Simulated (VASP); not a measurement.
# PbO (F-43m) in VASP: a series of runs

Runs on PbO. Level: r2SCAN. Tasks: single point.

Program: VASP 6.6.1. These are calculated values, not measurements. Logs are shortened: lines on timing, memory, paths and dates and some standing lists are left out, and cuts for length are marked.

**1. The cell of the first run**

It takes space group F-43m (No. 216, cubic). The conventional cell has a = 5.483 Å, b = 5.483 Å, c = 5.483 Å, α = 90.00°, β = 90.00°, γ = 90.00°. Within 3.1 Å of Pb (site symmetry -43m) lie 4 O at 2.37 Å. Within 3.1 Å of O (site symmetry -43m) lie 4 Pb at 2.37 Å.

**2. Single point, r2SCAN (volume changed by -6%)**

File POSCAR:

```
PbO
1.0
    0.0000000000      2.7416428861      2.7416428861
    2.7416428861      0.0000000000      2.7416428861
    2.7416428861      2.7416428861      0.0000000000
Pb O
1 1
Direct
    0.0000000000      0.0000000000      0.0000000000
    0.2500000000      0.2500000000      0.2500000000
```

File INCAR.step1:

```
SYSTEM = PbO
PREC = Accurate
ENCUT = 520
ISMEAR = 0
SIGMA = 0.01
LREAL = .False.
LASPH = .True.
NELM = 100
NBANDS = 17
GGA = PE
ALGO = Normal
EDIFF = 1E-4
LWAVE = .True.
LCHARG = .False.
```

File INCAR.step2:

```
SYSTEM = PbO
PREC = Accurate
ENCUT = 520
EDIFF = 1E-6
ISMEAR = 0
SIGMA = 0.01
LREAL = .False.
LASPH = .True.
NELM = 100
ALGO = Normal
ISIF = 2
LWAVE = .False.
LCHARG = .False.
METAGGA = R2SCAN
LMIXTAU = .True.
NBANDS = 17
ISTART = 1
```

File KPOINTS:

```
regular mesh
0
Gamma
  6 6 6
  0 0 0
```

Potentials or basis: VASP PAW PBE potentials, release 64 (Pb_d, O).

Command:

```console
$ cat potpaw_PBE.64/Pb_d/POTCAR potpaw_PBE.64/O/POTCAR > POTCAR
$ cp INCAR.step1 INCAR
$ mpirun -np 1 vasp_std > vasp.out
$ cp INCAR.step2 INCAR
$ mpirun -np 1 vasp_std > vasp.out
```

OUTCAR:

```text
SYSTEM = PbO
   PREC = Accurate
   ENCUT = 520
   EDIFF = 1E-6
   ISMEAR = 0
   LREAL = .False.
   LASPH = .True.
   NELM = 100
   ISIF = 2
   METAGGA = R2SCAN
   ISTART = 1

 ion  position               nearest neighbor table
   1  0.000  0.000  0.000-   2 2.37   2 2.37   2 2.37   2 2.37
   2  0.250  0.250  0.250-   1 2.37   1 2.37   1 2.37   1 2.37

  LATTYP: Found a face centered cubic cell.
 ALAT       =     5.4832857722

  Lattice vectors:

 A1 = (   0.0000000000,   2.7416428861,   2.7416428861)
 A2 = (   2.7416428861,   0.0000000000,   2.7416428861)
 A3 = (   2.7416428861,   2.7416428861,   0.0000000000)

Analysis of symmetry for initial positions (statically):
=====================================================================
 Subroutine PRICEL returns:
 Original cell was already a primitive cell.

 Routine SETGRP: Setting up the symmetry group for a
 face centered cubic supercell.

 Subroutine GETGRP returns: Found 24 space group operations
 (whereof 24 operations were pure point group operations)
 out of a pool of 48 trial point group operations.

The static configuration has the point symmetry T_d .

Analysis of symmetry for dynamics (positions and initial velocities):
=====================================================================
 Subroutine PRICEL returns:
 Original cell was already a primitive cell.

 Routine SETGRP: Setting up the symmetry group for a
 face centered cubic supercell.

 Subroutine GETGRP returns: Found 24 space group operations
 (whereof 24 operations were pure point group operations)
 out of a pool of 48 trial point group operations.

The dynamic configuration has the point symmetry T_d .

 Subroutine INISYM returns: Found 24 space group operations
 (whereof 24 operations are pure point group operations),
 and found     1 'primitive' translations

----------------------------------------------------------------------------------------

                                     Primitive cell

  volume of cell :      41.2157

  direct lattice vectors                    reciprocal lattice vectors
     0.000000000  2.741642886  2.741642886    -0.182372403  0.182372403  0.182372403
     2.741642886  0.000000000  2.741642886     0.182372403 -0.182372403  0.182372403
     2.741642886  2.741642886  0.000000000     0.182372403  0.182372403 -0.182372403

  length of vectors
     3.877268553  3.877268553  3.877268553     0.315878267  0.315878267  0.315878267

  position of ions in fractional coordinates (direct lattice)
     0.000000000  0.000000000  0.000000000
     0.250000000  0.250000000  0.250000000

  ion indices of the primitive-cell ions
   primitive index   ion index
                 1           1
                 2           2

----------------------------------------------------------------------------------------

 KPOINTS: regular mesh

Automatic generation of k-mesh.
 Grid dimensions read from file:
 generate k-points for:    6    6    6

 Generating k-lattice:

  Cartesian coordinates                     Fractional coordinates (reciprocal lattice)
    -0.030395400  0.030395400  0.030395400     0.166666667  0.000000000  0.000000000
     0.030395400 -0.030395400  0.030395400     0.000000000  0.166666667  0.000000000
     0.030395400  0.030395400 -0.030395400     0.000000000  0.000000000  0.166666667

  Length of vectors
     0.052646378  0.052646378  0.052646378

  Shift w.r.t. Gamma in fractional coordinates (k-lattice)
     0.000000000  0.000000000  0.000000000

 Subroutine IBZKPT returns following result:
 ===========================================

 Found     16 irreducible k-points:

 Following reciprocal coordinates:
            Coordinates               Weight
  0.000000  0.000000  0.000000      1.000000
  0.166667  0.000000  0.000000      8.000000
  0.333333  0.000000  0.000000      8.000000
  0.500000  0.000000  0.000000      4.000000
  0.166667  0.166667  0.000000      6.000000
  0.333333  0.166667  0.000000     24.000000
[... 8 lines left out ...]
 -0.333333  0.333333  0.166667     24.000000
 -0.333333  0.500000  0.166667     12.000000
   k-points           NKPTS =     16   k-points in BZ     NKDIM =     16   number of bands    NBANDS=     17
   number of dos      NEDOS =    301   number of ions     NIONS =      2
   total plane-waves  NPLWV =  27000
   dimension x,y,z NGX =    30 NGY =   30 NGZ =   30
   dimension x,y,z NGXF=    60 NGYF=   60 NGZF=   60
   ions per type =               1   1
   NGX,Y,Z   is equivalent  to a cutoff of  12.86, 12.86, 12.86 a.u.
   NGXF,Y,Z  is equivalent  to a cutoff of  25.73, 25.73, 25.73 a.u.
 SYSTEM =  PbO
   PREC   = accura    normal or accurate (medium, high low for compatibility)
   ISTART =      1    job   : 0-new  1-cont  2-samecut
   ICHARG =      0    charge: 1-file 2-atom 10-const
   ISPIN  =      1    spin polarized calculation?
   LNONCOLLINEAR =      F non collinear calculations
   LSORBIT =      F    spin-orbit coupling
   LASPH  =      T    aspherical Exc in radial PAW
   ENCUT  =  520.0 eV  38.22 Ry    6.18 a.u.   7.21  7.21  7.21*2*pi/ulx,y,z
   NELM   =    100;   NELMIN=  2; NELMDL=  0     # of ELM steps
   EDIFF  = 0.1E-05   stopping-criterion for ELM
   LREAL  =      F    real-space projection
   EDIFFG = 0.1E-04   stopping-criterion for IOM
   NSW    =      0    number of steps for IOM
   IBRION =     -1    ionic relax: 0-MD 1-quasi-New 2-CG
   NFREE  =      0    steps in history (QN), initial steepest desc. (CG)
   ISIF   =      2    stress and relaxation
   ISYM   =      2    0-nonsym 1-usesym 2-fastsym
   POTIM  = 0.5000    time-step for ionic-motion
   TEBEG  =    0.0;   TEEND  =   0.0 temperature during run
   PSTRESS=    0.0 pullay stress
   NELECT =      20.0000    total number of electrons
   NUPDOWN=      -1.0000    fix difference up-down
   EMIN   =  10.00;   EMAX   =-10.00  energy-range for DOS
   EFERMI =   0.00;   METHOD = LEGACY
   ISMEAR =     0;   SIGMA  =   0.01  broadening in eV -4-tet -1-fermi 0-gaus
   EFERMI_NEDOS =   21; number of points for ismear=-14 and -15
   IALGO  =     38    algorithm
   IMIX   =      4    mixing-type and parameters
     AMIX     =   0.40;   BMIX     =  1.00
     AMIX_MAG =   1.60;   BMIX_MAG =  1.00
  volume/ion in A,a.u.               =      20.61       139.07
  Fermi-wavevector in a.u.,A,eV,Ry     =   1.286463  2.431062 22.517464  1.654987
  Thomas-Fermi vector in A             =   2.418536
   LORBIT       =      0    0 simple, 1 ext, 2 COOP (PROOUT), +10 PAW based schemes
   METAGGA = R2SCAN    functional components
   LHFCALC =     F    Hartree Fock is set to
   AEXX    =    0.0000 exact exchange contribution
   IVDW    =     0    specifies the selected vdW correction
   LEPSILON=     F    determine dielectric tensor
   LRPA    =     F    only Hartree local field effects (RPA)
 non-spin polarized calculation
 Gauss-broadening in eV      SIGMA  =   0.01
  energy-cutoff  :      520.00
  volume of cell :       41.22
 maximum number of plane-waves:      1125
 NGX is ok and might be reduce to    30
   NGX = 15   NGY = 15   NGZ = 15

 number of electron      19.9999994 magnetization

 Free energy of the ion-electron system (eV)
  ---------------------------------------------------
  ext. energy  EPLUGINS =         0.00000000
  ---------------------------------------------------
  free energy    TOTEN  =       -64.11989034 eV

  energy without entropy =      -64.11989034  energy(sigma->0) =      -64.11989034

 E-fermi :   5.2928     XC(G=0): -10.2615

 val. band max:        5.2242028986   @ k =  -0.3333   0.5000   0.1667
 cond. band min:       5.6885687003   @ k =   0.5000   0.5000   0.0000
 fundamental gap:      0.4643658017
 Fermi energy:         5.2927852517

 k-point     1 :       0.0000    0.0000    0.0000
  band No.  band energies     occupation
      1     -14.0335      2.00000
      2     -11.8565      2.00000
      3     -11.8565      2.00000
      4     -11.8565      2.00000
      5     -11.7206      2.00000
      6     -11.7206      2.00000
[... 9 lines left out ...]
     16      18.0024      0.00000
     17      18.0024      0.00000

 k-point     2 :       0.1667    0.0000    0.0000
  band No.  band energies     occupation
      1     -14.0325      2.00000
      2     -11.8371      2.00000
      3     -11.8371      2.00000
      4     -11.7192      2.00000
      5     -11.7192      2.00000
      6     -11.7121      2.00000
[... 9 lines left out ...]
     16      17.4959      0.00000
     17      17.5210      0.00000

 k-point     3 :       0.3333    0.0000    0.0000
  band No.  band energies     occupation
      1     -14.0442      2.00000
      2     -11.8184      2.00000
      3     -11.8184      2.00000
      4     -11.6953      2.00000
      5     -11.6953      2.00000
      6     -11.3641      2.00000
[... 9 lines left out ...]
     16      17.5397      0.00000
     17      19.2856      0.00000

 k-point     4 :       0.5000    0.0000    0.0000
  band No.  band energies     occupation
      1     -14.0561      2.00000
      2     -11.8185      2.00000
      3     -11.8185      2.00000
      4     -11.6734      2.00000
      5     -11.6734      2.00000
      6     -11.1559      2.00000
[... 9 lines left out ...]
     16      17.9513      0.00000
     17      18.9455      0.00000
[... 183 lines left out ...]
      1     -14.0504      2.00000
      2     -11.7922      2.00000
      3     -11.7662      2.00000
      4     -11.7225      2.00000
      5     -11.6866      2.00000
      6     -11.1373      2.00000
[... 9 lines left out ...]
     16      19.0419      0.00000
     17      21.2523      0.00000

 k-point    15 :      -0.3333    0.3333    0.1667
  band No.  band energies     occupation
      1     -14.0564      2.00000
      2     -11.7997      2.00000
      3     -11.7550      2.00000
      4     -11.7120      2.00000
      5     -11.6855      2.00000
      6     -10.9849      2.00000
[... 9 lines left out ...]
     16      19.7872      0.00000
     17      20.9041      0.00000

 k-point    16 :      -0.3333    0.5000    0.1667
  band No.  band energies     occupation
      1     -14.0596      2.00000
      2     -11.7869      2.00000
      3     -11.7548      2.00000
      4     -11.6914      2.00000
      5     -11.6764      2.00000
      6     -10.9585      2.00000
[... 9 lines left out ...]
     16      19.2298      0.00000
     17      21.1807      0.00000

------------------------ aborting loop because EDIFF is reached ----------------------------------------

  FORCE on cell =-STRESS in cart. coord.  units (eV):
  Direction    XX          YY          ZZ          XY          YZ          ZX
  --------------------------------------------------------------------------------------
  -------------------------------------------------------------------------------------
  Total        1.3809505      1.3809505      1.3809505      0.0000000     -0.0000000      0.0000000
  in kB       53.6816723     53.6816723     53.6816723      0.0000000     -0.0000000      0.0000000
  external PRESSURE =      53.6816723 kB  Pullay stress =       0.0000000 kB

 VOLUME and BASIS-vectors are now :
 -----------------------------------------------------------------------------
  energy-cutoff  :      520.00
  volume of cell :       41.22
      direct lattice vectors                 reciprocal lattice vectors
     0.000000000  2.741642886  2.741642886    -0.182372403  0.182372403  0.182372403
     2.741642886  0.000000000  2.741642886     0.182372403 -0.182372403  0.182372403
     2.741642886  2.741642886  0.000000000     0.182372403  0.182372403 -0.182372403

 POSITION                                       TOTAL-FORCE (eV/Angst)
 -----------------------------------------------------------------------------------
      0.00000      0.00000      0.00000         0.000000      0.000000      0.000000
      1.37082      1.37082      1.37082        -0.000000     -0.000000     -0.000000
 -----------------------------------------------------------------------------------
    total drift:                                0.000001      0.000001      0.000001

  FREE ENERGIE OF THE ION-ELECTRON SYSTEM (eV)
  ---------------------------------------------------
  free  energy   TOTEN  =       -64.1198903437 eV

  energy  without entropy=      -64.1198903437  energy(sigma->0) =      -64.11989034
```

It took 46 s on 1 thread of Intel Xeon Platinum 8488C (Sapphire Rapids), shared host; peak memory 0.17 GiB.

Results:

* Free energy: -64.1199 eV
* Pressure: 5.4 GPa
* Band gap on the k mesh: 0.46 eV, indirect (least direct gap 0.60 eV)

Caveat: the cell differs from its parent crystal (volume changed by -6%); the PAW data sets were made with another functional, which shifts forces and pressure a little; spin-orbit coupling is left out, which moves the levels of the heavy elements. A k mesh can miss the band edges.

**3. Single point, r2SCAN (volume changed by -3%)**

File POSCAR:

```
PbO
1.0
    0.0000000000      2.7705044058      2.7705044058
    2.7705044058      0.0000000000      2.7705044058
    2.7705044058      2.7705044058      0.0000000000
Pb O
1 1
Direct
    0.0000000000      0.0000000000      0.0000000000
    0.2500000000      0.2500000000      0.2500000000
```

File INCAR.step1:

```
  PREC = Accurate
  ENCUT = 520
  ISMEAR = 0
  SIGMA = 0.01
  LREAL = F
  LASPH = T
  NELM = 60
  NBANDS = 17
  GGA = PE
  ALGO = Normal
  EDIFF = 1E-4
  LWAVE = T
  LCHARG = F
```

File INCAR.step2:

```
  PREC = Accurate
  ENCUT = 520
  EDIFF = 1E-7
  ISMEAR = 0
  SIGMA = 0.01
  LREAL = F
  LASPH = T
  NELM = 60
  ALGO = Normal
  ISIF = 2
  LWAVE = F
  LCHARG = T
  METAGGA = R2SCAN
  LMIXTAU = T
  LELF = T
  LVHAR = T
  NBANDS = 17
  ISTART = 1
```

File KPOINTS:

```
regular mesh
0
Gamma
  6 6 6
```

Potentials or basis: VASP PAW PBE potentials, release 64 (Pb_d, O).

Command:

```console
$ cat potpaw_PBE.64/Pb_d/POTCAR potpaw_PBE.64/O/POTCAR > POTCAR
$ cp INCAR.step1 INCAR
$ mpirun -np 1 vasp_std > vasp.out
$ cp INCAR.step2 INCAR
$ mpirun -np 1 vasp_std > vasp.out
```

Wall time 56 s (1 thread of Intel Xeon Platinum 8488C (Sapphire Rapids), shared host); peak memory 0.17 GiB.

The run converged. Its results:

| Property | Result |
| --- | --- |
| Free energy | -64.1538 eV |
| Pressure | 2.6 GPa |
| Band gap on the k mesh | 0.56 eV, indirect (least direct gap 0.70 eV) |

Levels at points of the mesh, in eV from the valence-band top:
| k point | band 7 | band 8 | band 9 | band 10 | band 11 | band 12 | band 13 | band 14 |
| --- | --- | --- | --- | --- | --- | --- | --- | --- |
| (0.00, 0.00, 0.00) | -6.98 | -2.53 | -2.53 | -2.53 | 5.74 | 5.74 | 5.74 | 8.66 |
| (0.50, 0.00, 0.00) | -8.19 | -3.03 | -3.03 | -2.27 | 2.61 | 5.94 | 5.94 | 9.15 |
| (0.50, 0.50, 0.00) | -8.16 | -3.84 | -3.84 | -0.14 | 0.56 | 6.39 | 6.39 | 6.63 |

Caveat: the cell differs from its parent crystal (volume changed by -3%); the PAW data sets were made with another functional, which shifts forces and pressure a little; spin-orbit coupling is left out, which moves the levels of the heavy elements. A k mesh can miss the band edges.

**4. Single point, r2SCAN**

This run uses another cell than the first one, of 21.92 Å³/atom, 1.064 times its volume.

File POSCAR:

```
PbO
1.0
    0.0000000000      2.7987768116      2.7987768116
    2.7987768116      0.0000000000      2.7987768116
    2.7987768116      2.7987768116      0.0000000000
Pb O
1 1
Direct
    0.0000000000      0.0000000000      0.0000000000
    0.2500000000      0.2500000000      0.2500000000
```

File INCAR.step1:

```
SYSTEM = PbO
PREC = Accurate ; ENCUT = 520
ISMEAR = 0 ; SIGMA = 0.01
LREAL = .False. ; LASPH = .True.
NELM = 100 ; NBANDS = 17
GGA = PE ; ALGO = Normal
EDIFF = 1E-4 ; LWAVE = .True.
LCHARG = .False.
```

File INCAR.step2:

```
SYSTEM = PbO
PREC = Accurate ; ENCUT = 520
EDIFF = 1E-6 ; ISMEAR = 0
SIGMA = 0.01 ; LREAL = .False.
LASPH = .True. ; NELM = 100
ALGO = Normal ; ISIF = 2
LWAVE = .False. ; LCHARG = .False.
METAGGA = R2SCAN ; LMIXTAU = .True.
NBANDS = 17 ; ISTART = 1
```

File KPOINTS:

```
Automatic mesh
0
Gamma
  6 6 6
  0 0 0
```

Command:

```console
$ cat potpaw_PBE.64/Pb_d/POTCAR potpaw_PBE.64/O/POTCAR > POTCAR
$ cp INCAR.step1 INCAR
$ mpirun -np 1 vasp_std > vasp.out
$ cp INCAR.step2 INCAR
$ mpirun -np 1 vasp_std > vasp.out
```

It took 38 s on 1 thread of Intel Xeon Platinum 8488C (Sapphire Rapids), shared host; peak memory 0.17 GiB.

It converged, with:

```yaml
Free_energy: -64.1667 eV
Pressure: 0.3 GPa
Band_gap_on_the_k_mesh: 0.65 eV, indirect (least direct gap 0.79 eV)
```

Levels at points of the mesh, in eV from the valence-band top:
| k point | band 7 | band 8 | band 9 | band 10 | band 11 | band 12 | band 13 | band 14 |
| --- | --- | --- | --- | --- | --- | --- | --- | --- |
| (0.00, 0.00, 0.00) | -6.95 | -2.37 | -2.37 | -2.37 | 5.66 | 5.66 | 5.66 | 8.48 |
| (0.50, 0.00, 0.00) | -8.02 | -2.85 | -2.85 | -2.20 | 2.64 | 5.86 | 5.86 | 9.10 |
| (0.50, 0.50, 0.00) | -8.01 | -3.63 | -3.63 | -0.14 | 0.65 | 6.29 | 6.29 | 6.66 |

Caveat: the PAW data sets were made with another functional, which shifts forces and pressure a little; spin-orbit coupling is left out, which moves the levels of the heavy elements.

**5. Single point, r2SCAN (volume changed by +3%)**

File POSCAR:

```
PbO
1.0
    0.0000000000      2.8264892754      2.8264892754
    2.8264892754      0.0000000000      2.8264892754
    2.8264892754      2.8264892754      0.0000000000
Pb O
1 1
Direct
    0.0000000000      0.0000000000      0.0000000000
    0.2500000000      0.2500000000      0.2500000000
```

File INCAR.step1:

```
SYSTEM = PbO
ALGO = Normal ; EDIFF = 1E-4
ENCUT = 520 ; GGA = PE
ISMEAR = 0 ; LASPH = .True.
LCHARG = .False. ; LREAL = .False.
LWAVE = .True. ; NBANDS = 17
NELM = 100 ; PREC = Accurate
SIGMA = 0.01
```

File INCAR.step2:

```
SYSTEM = PbO
ALGO = Normal ; EDIFF = 1E-6
ENCUT = 520 ; ISIF = 2
ISMEAR = 0 ; ISTART = 1
LASPH = .True. ; LCHARG = .False.
LMIXTAU = .True. ; LREAL = .False.
LWAVE = .False. ; METAGGA = R2SCAN
NBANDS = 17 ; NELM = 100
PREC = Accurate ; SIGMA = 0.01
```

File KPOINTS:

```
k-points
0
Gamma
  6 6 6
  0 0 0
```

Command:

```console
$ cat potpaw_PBE.64/Pb_d/POTCAR potpaw_PBE.64/O/POTCAR > POTCAR
$ cp INCAR.step1 INCAR
$ mpirun -np 1 vasp_std > vasp.out
$ cp INCAR.step2 INCAR
$ mpirun -np 1 vasp_std > vasp.out
```

Run time: 37 s. Hardware: 1 thread of Intel Xeon Platinum 8488C (Sapphire Rapids), shared host; peak memory 0.17 GiB.

The run converged. Its results:

```yaml
Free_energy: -64.1617 eV
Pressure: -1.7 GPa
Band_gap_on_the_k_mesh: 0.73 eV, indirect (least direct gap 0.87 eV)
```

Levels at points of the mesh, in eV from the valence-band top:
| k point | band 8 | band 9 | band 10 | band 11 | band 12 | band 13 |
| --- | --- | --- | --- | --- | --- | --- |
| (0.00, 0.00, 0.00) | -2.22 | -2.22 | -2.22 | 5.59 | 5.59 | 5.59 |
| (0.50, 0.00, 0.00) | -2.68 | -2.68 | -2.13 | 2.67 | 5.78 | 5.78 |
| (0.50, 0.50, 0.00) | -3.43 | -3.43 | -0.14 | 0.73 | 6.19 | 6.19 |

Caveat: the cell differs from its parent crystal (volume changed by +3%); the PAW data sets were made with another functional, which shifts forces and pressure a little; spin-orbit coupling is left out, which moves the levels of the heavy elements. A k mesh can miss the band edges.

**6. The runs side by side**

```csv
cell,gap on the mesh (eV),pressure (GPa)
"a = 3.877 Å, angles 60.0°, 2 atoms",0.46,5.4
"a = 3.918 Å, angles 60.0°, 2 atoms",0.56,2.6
"a = 3.958 Å, angles 60.0°, 2 atoms",0.65,0.3
"a = 3.997 Å, angles 60.0°, 2 atoms",0.73,-1.7
```

Alike in all rows: task single point; level r2SCAN; potentials or basis VASP PAW PBE potentials, release 64 (Pb_d, O); no spin polarisation; k mesh 6 × 6 × 6; cutoff (eV) 520; smearing gaussian 0.01 eV.

Caveats: the PAW data sets were made with another functional, which shifts forces and pressure a little; spin-orbit coupling is left out, which moves the levels of the heavy elements.

Absolute energies hang on the potentials; compare differences alone.
